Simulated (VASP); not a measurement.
# Ru (Cmce) in VASP: single point with r2SCAN

Aim: the single point of Ru with r2SCAN.

All numbers are computed with VASP 6.6.1; they aren't measurements. Logs are shortened: lines on timing, memory, paths and dates and some standing lists are left out, and cuts for length are marked.

### Step 1. The cell of the first run

It takes space group Cmce (No. 64, orthorhombic). Conventional cell: a = 4.068 Å, b = 6.894 Å, c = 4.073 Å, α = 90.00°, β = 90.00°, γ = 90.00°. Ru (site symmetry m) has 7 Ru at 2.20 to 2.52 Å within 2.9 Å.

### Step 2. Single point, r2SCAN

The input, POSCAR:

```
Ru
1.0
    2.0338303010     -3.4469651905      0.0000000000
    2.0338303010      3.4469651905      0.0000000000
    0.0000000000      0.0000000000      4.0730712840
Ru
4
Direct
    0.1525000000      0.8475000000      0.0785000000
    0.6525000000      0.3475000000      0.4215000000
    0.8475000000      0.1525000000      0.9215000000
    0.3475000000      0.6525000000      0.5785000000
```

The input, INCAR.step1:

```
SYSTEM = Ru
  PREC = Accurate
  ENCUT = 520
  ISMEAR = 0
  SIGMA = 0.1
  LREAL = .FALSE.
  LASPH = .TRUE.
  NELM = 100
  NBANDS = 36
  GGA = PE
  ALGO = Normal
  EDIFF = 1E-4
  LWAVE = .TRUE.
  LCHARG = .FALSE.
```

The input, INCAR.step2:

```
SYSTEM = Ru
  PREC = Accurate
  ENCUT = 520
  EDIFF = 1E-6
  ISMEAR = 0
  SIGMA = 0.1
  LREAL = .FALSE.
  LASPH = .TRUE.
  NELM = 100
  ALGO = Normal
  ISIF = 2
  LWAVE = .FALSE.
  LCHARG = .TRUE.
  METAGGA = R2SCAN
  LMIXTAU = .TRUE.
  LELF = .TRUE.
  LVHAR = .TRUE.
  NBANDS = 36
  ISTART = 1
```

The input, KPOINTS:

```
regular mesh
0
G
  6 6 4
  0 0 0
```

Potentials or basis: VASP PAW PBE potentials, release 64 (Ru_pv).

Command:

```
cat potpaw_PBE.64/Ru_pv/POTCAR > POTCAR
cp INCAR.step1 INCAR
mpirun -np 1 vasp_std > vasp.out
cp INCAR.step2 INCAR
mpirun -np 1 vasp_std > vasp.out
```

OUTCAR:

```text
SYSTEM = Ru
   PREC = Accurate
   ENCUT = 520
   EDIFF = 1E-6
   ISMEAR = 0
   LREAL = .FALSE.
   LASPH = .TRUE.
   NELM = 100
   ISIF = 2
   METAGGA = R2SCAN
   ISTART = 1

 ion  position               nearest neighbor table
   1  0.153  0.847  0.078-   3 2.20   4 2.44   4 2.44   2 2.47   2 2.47   3 2.52   3 2.52   2 3.36
                             2 3.36
   2  0.653  0.347  0.422-   4 2.20   3 2.44   3 2.44   1 2.47   1 2.47   4 2.52   4 2.52   1 3.36
                             1 3.36
   3  0.847  0.153  0.922-   1 2.20   2 2.44   2 2.44   4 2.47   4 2.47   1 2.52   1 2.52   4 3.36
                             4 3.36
   4  0.347  0.653  0.578-   2 2.20   1 2.44   1 2.44   3 2.47   3 2.47   2 2.52   2 2.52   3 3.36
                             3 3.36

  LATTYP: Found a base centered orthorhombic cell.
 ALAT       =     4.0676606020
 B/A-ratio  =     1.6948145520
 C/A-ratio  =     1.0013301705

  Lattice vectors:

 A1 = (   2.0338303010,  -3.4469651905,   0.0000000000)
 A2 = (   2.0338303010,   3.4469651905,   0.0000000000)
 A3 = (   0.0000000000,   0.0000000000,   4.0730712840)

Analysis of symmetry for initial positions (statically):
=====================================================================
 Subroutine PRICEL returns:
 Original cell was already a primitive cell.

 Routine SETGRP: Setting up the symmetry group for a
 base centered orthorhombic supercell.

 Subroutine GETGRP returns: Found  8 space group operations
 (whereof  4 operations were pure point group operations)
 out of a pool of  8 trial point group operations.

The static configuration has the point symmetry C_2h.
 The point group associated with its full space group is D_2h.

Analysis of symmetry for dynamics (positions and initial velocities):
=====================================================================
 Subroutine PRICEL returns:
 Original cell was already a primitive cell.

 Routine SETGRP: Setting up the symmetry group for a
 base centered orthorhombic supercell.

 Subroutine GETGRP returns: Found  8 space group operations
 (whereof  4 operations were pure point group operations)
 out of a pool of  8 trial point group operations.

The dynamic configuration has the point symmetry C_2h.
 The point group associated with its full space group is D_2h.

 Subroutine INISYM returns: Found  8 space group operations
 (whereof  4 operations are pure point group operations),
 and found     1 'primitive' translations

----------------------------------------------------------------------------------------

                                     Primitive cell

  volume of cell :      57.1089

  direct lattice vectors                    reciprocal lattice vectors
     2.033830301 -3.446965190  0.000000000     0.245841553 -0.145055135  0.000000000
     2.033830301  3.446965190  0.000000000     0.245841553  0.145055135  0.000000000
     0.000000000  0.000000000  4.073071284     0.000000000  0.000000000  0.245514976

  length of vectors
     4.002253705  4.002253705  4.073071284     0.285445374  0.285445374  0.245514976

  position of ions in fractional coordinates (direct lattice)
     0.152500000  0.847500000  0.078500000
     0.652500000  0.347500000  0.421500000
     0.847500000  0.152500000  0.921500000
     0.347500000  0.652500000  0.578500000

  ion indices of the primitive-cell ions
   primitive index   ion index
                 1           1
                 2           2
                 3           3
                 4           4

----------------------------------------------------------------------------------------

 KPOINTS: regular mesh

Automatic generation of k-mesh.
 Grid dimensions read from file:
 generate k-points for:    6    6    4

 Generating k-lattice:

  Cartesian coordinates                     Fractional coordinates (reciprocal lattice)
     0.040973592 -0.024175856  0.000000000     0.166666667  0.000000000  0.000000000
     0.040973592  0.024175856  0.000000000     0.000000000  0.166666667  0.000000000
     0.000000000  0.000000000  0.061378744     0.000000000  0.000000000  0.250000000

  Length of vectors
     0.047574229  0.047574229  0.061378744

  Shift w.r.t. Gamma in fractional coordinates (k-lattice)
     0.000000000  0.000000000  0.000000000

 Subroutine IBZKPT returns following result:
 ===========================================

 Found     39 irreducible k-points:

 Following reciprocal coordinates:
            Coordinates               Weight
  0.000000  0.000000  0.000000      1.000000
  0.166667 -0.000000  0.000000      4.000000
  0.333333  0.000000  0.000000      4.000000
  0.500000  0.000000  0.000000      2.000000
  0.166667  0.166667  0.000000      2.000000
  0.333333  0.166667  0.000000      4.000000
[... 16 lines left out ...]
  0.333333  0.333333  0.250000      4.000000
  0.500000  0.333333  0.250000      8.000000
 [... further k-points ...]
   k-points           NKPTS =     39   k-points in BZ     NKDIM =     39   number of bands    NBANDS=     36
   number of dos      NEDOS =    301   number of ions     NIONS =      4
   total plane-waves  NPLWV =  27000
   dimension x,y,z NGX =    30 NGY =   30 NGZ =   30
   dimension x,y,z NGXF=    60 NGYF=   60 NGZF=   60
   ions per type =               4
   NGX,Y,Z   is equivalent  to a cutoff of  12.46, 12.46, 12.24 a.u.
   NGXF,Y,Z  is equivalent  to a cutoff of  24.92, 24.92, 24.49 a.u.
 SYSTEM =  Ru
   PREC   = accura    normal or accurate (medium, high low for compatibility)
   ISTART =      1    job   : 0-new  1-cont  2-samecut
   ICHARG =      0    charge: 1-file 2-atom 10-const
   ISPIN  =      1    spin polarized calculation?
   LNONCOLLINEAR =      F non collinear calculations
   LSORBIT =      F    spin-orbit coupling
   LASPH  =      T    aspherical Exc in radial PAW
   ENCUT  =  520.0 eV  38.22 Ry    6.18 a.u.   7.44  7.44  7.57*2*pi/ulx,y,z
   NELM   =    100;   NELMIN=  2; NELMDL=  0     # of ELM steps
   EDIFF  = 0.1E-05   stopping-criterion for ELM
   LREAL  =      F    real-space projection
   EDIFFG = 0.1E-04   stopping-criterion for IOM
   NSW    =      0    number of steps for IOM
   IBRION =     -1    ionic relax: 0-MD 1-quasi-New 2-CG
   NFREE  =      0    steps in history (QN), initial steepest desc. (CG)
   ISIF   =      2    stress and relaxation
   ISYM   =      2    0-nonsym 1-usesym 2-fastsym
   POTIM  = 0.5000    time-step for ionic-motion
   TEBEG  =    0.0;   TEEND  =   0.0 temperature during run
   PSTRESS=    0.0 pullay stress
   NELECT =      56.0000    total number of electrons
   NUPDOWN=      -1.0000    fix difference up-down
   EMIN   =  10.00;   EMAX   =-10.00  energy-range for DOS
   EFERMI =   0.00;   METHOD = LEGACY
   ISMEAR =     0;   SIGMA  =   0.10  broadening in eV -4-tet -1-fermi 0-gaus
   EFERMI_NEDOS =   21; number of points for ismear=-14 and -15
   IALGO  =     38    algorithm
   IMIX   =      4    mixing-type and parameters
     AMIX     =   0.40;   BMIX     =  1.00
     AMIX_MAG =   1.60;   BMIX_MAG =  1.00
  volume/ion in A,a.u.               =      14.28        96.35
  Fermi-wavevector in a.u.,A,eV,Ry     =   1.626433  3.073514 35.991298  2.645286
  Thomas-Fermi vector in A             =   2.719393
   LORBIT       =      0    0 simple, 1 ext, 2 COOP (PROOUT), +10 PAW based schemes
   METAGGA = R2SCAN    functional components
   LHFCALC =     F    Hartree Fock is set to
   AEXX    =    0.0000 exact exchange contribution
   IVDW    =     0    specifies the selected vdW correction
   LEPSILON=     F    determine dielectric tensor
   LRPA    =     F    only Hartree local field effects (RPA)
 non-spin polarized calculation
 Gauss-broadening in eV      SIGMA  =   0.10
  energy-cutoff  :      520.00
  volume of cell :       57.11
 maximum number of plane-waves:      1561
 NGX is ok and might be reduce to    30
   NGX = 15   NGY = 15   NGZ = 15

 number of electron      55.9999990 magnetization

 Free energy of the ion-electron system (eV)
  ---------------------------------------------------
  ext. energy  EPLUGINS =         0.00000000
  ---------------------------------------------------
  free energy    TOTEN  =       -97.67042815 eV

  energy without entropy =      -97.65060721  energy(sigma->0) =      -97.66051768

 E-fermi :  12.0989     XC(G=0): -14.6534

 val. band max:       12.0887743755   @ k =   0.3333   0.3333   0.5000
 cond. band min:      12.1184439353   @ k =   0.3333   0.1667   0.0000
 fundamental gap:      0.0296695598
 Fermi energy:        12.0988874274

 k-point     1 :       0.0000    0.0000    0.0000
  band No.  band energies     occupation
      1     -33.6529      2.00000
      2     -33.2508      2.00000
      3     -33.0565      2.00000
      4     -33.0260      2.00000
      5     -32.4830      2.00000
      6     -32.4719      2.00000
[... 28 lines left out ...]
     35      19.6638      0.00000
     36      20.9496      0.00000

 k-point     2 :       0.1667   -0.0000    0.0000
  band No.  band energies     occupation
      1     -33.6331      2.00000
      2     -33.2734      2.00000
      3     -33.0309      2.00000
      4     -32.9956      2.00000
      5     -32.7272      2.00000
      6     -32.2157      2.00000
[... 28 lines left out ...]
     35      18.9920      0.00000
     36      20.0502      0.00000

 k-point     3 :       0.3333    0.0000    0.0000
  band No.  band energies     occupation
      1     -33.5708      2.00000
      2     -33.3548      2.00000
      3     -33.0375      2.00000
      4     -32.9280      2.00000
      5     -32.7835      2.00000
      6     -32.2207      2.00000
[... 28 lines left out ...]
     35      18.7543      0.00000
     36      19.8938      0.00000

 k-point     4 :       0.5000    0.0000    0.0000
  band No.  band energies     occupation
      1     -33.4691      2.00000
      2     -33.4691      2.00000
      3     -33.0158      2.00000
      4     -33.0158      2.00000
      5     -32.5039      2.00000
      6     -32.5039      2.00000
[... 28 lines left out ...]
     35      19.9349      0.00000
     36      19.9349      0.00000

 k-point     5 :       0.1667    0.1667    0.0000
  band No.  band energies     occupation
      1     -33.6161      2.00000
      2     -33.2873      2.00000
      3     -33.0903      2.00000
      4     -32.9116      2.00000
      5     -32.7746      2.00000
      6     -32.1623      2.00000
[... 655 lines left out ...]
 k-point    22 :      -0.1667    0.1667    0.2500
  band No.  band energies     occupation
      1     -33.5924      2.00000
      2     -33.4024      2.00000
      3     -33.0446      2.00000
      4     -32.7307      2.00000
      5     -32.5782      2.00000
      6     -32.5333      2.00000
[... 28 lines left out ...]
     35      19.1755      0.00000
     36      20.8715      0.00000

 k-point    23 :       0.3333    0.3333    0.2500
  band No.  band energies     occupation
      1     -33.5526      2.00000
      2     -33.4824      2.00000
      3     -32.9761      2.00000
      4     -32.7716      2.00000
      5     -32.6701      2.00000
      6     -32.3692      2.00000
[... 28 lines left out ...]
     35      15.5098      0.00000
     36      18.8083      0.00000

 k-point    24 :       0.5000    0.3333    0.2500
  band No.  band energies     occupation
      1     -33.4782      2.00000
      2     -33.4662      2.00000
      3     -33.0314      2.00000
      4     -32.8726      2.00000
      5     -32.5447      2.00000
      6     -32.3784      2.00000
[... 28 lines left out ...]
     35      16.9003      0.00000
     36      18.2294      0.00000

 [... further k-points ...]

------------------------ aborting loop because EDIFF is reached ----------------------------------------

  FORCE on cell =-STRESS in cart. coord.  units (eV):
  Direction    XX          YY          ZZ          XY          YZ          ZX
  --------------------------------------------------------------------------------------
  -------------------------------------------------------------------------------------
  Total       14.9347259     16.3984667     15.4876297      0.0000000     -0.0000000      0.0000000
  in kB      418.9905433    460.0554799    434.5021419      0.0000000     -0.0000000      0.0000000
  external PRESSURE =     437.8493883 kB  Pullay stress =       0.0000000 kB

 VOLUME and BASIS-vectors are now :
 -----------------------------------------------------------------------------
  energy-cutoff  :      520.00
  volume of cell :       57.11
      direct lattice vectors                 reciprocal lattice vectors
     2.033830301 -3.446965190  0.000000000     0.245841553 -0.145055135  0.000000000
     2.033830301  3.446965190  0.000000000     0.245841553  0.145055135  0.000000000
     0.000000000  0.000000000  4.073071284     0.000000000  0.000000000  0.245514976

 POSITION                                       TOTAL-FORCE (eV/Angst)
 -----------------------------------------------------------------------------------
      2.03383      2.39564      0.31974         0.000000      0.306394     -0.819952
      2.03383     -1.05132      1.71680         0.000000      0.306394      0.819952
      2.03383     -2.39564      3.75334         0.000000     -0.306394      0.819952
      2.03383      1.05132      2.35627         0.000000     -0.306394     -0.819952
 -----------------------------------------------------------------------------------
    total drift:                               -0.000000      0.000000     -0.000000

  FREE ENERGIE OF THE ION-ELECTRON SYSTEM (eV)
  ---------------------------------------------------
  free  energy   TOTEN  =       -97.6704281513 eV

  energy  without entropy=      -97.6506072121  energy(sigma->0) =      -97.66051768
```

Wall time 3.7 min (1 thread of Intel Xeon Platinum 8259CL at 2.50GHz (Skylake/Cascade Lake), shared host); peak memory 0.2 GiB.

Results:

| Item | Value |
| --- | --- |
| Free energy | -97.6704 eV |
| Pressure | 43.8 GPa |
| Largest force | 0.875 eV/Å |
| Band gap on the k mesh | zero (band 28 reaches 12.27 eV, above the bottom of band 29 at 11.69 eV) |

Forces in eV/Å, atoms in the order of the input:
```
Ru   0.000  0.306 -0.820
Ru   0.000  0.306  0.820
Ru   0.000 -0.306  0.820
Ru   0.000 -0.306 -0.820
```

Stress tensor (GPa, compression positive):
```
41.90  0.00  0.00
 0.00 46.01  0.00
 0.00  0.00 43.45
```

Caveat: the k points lie up to 0.39 Å⁻¹ apart; the PAW data sets were made with another functional, which shifts forces and pressure a little.
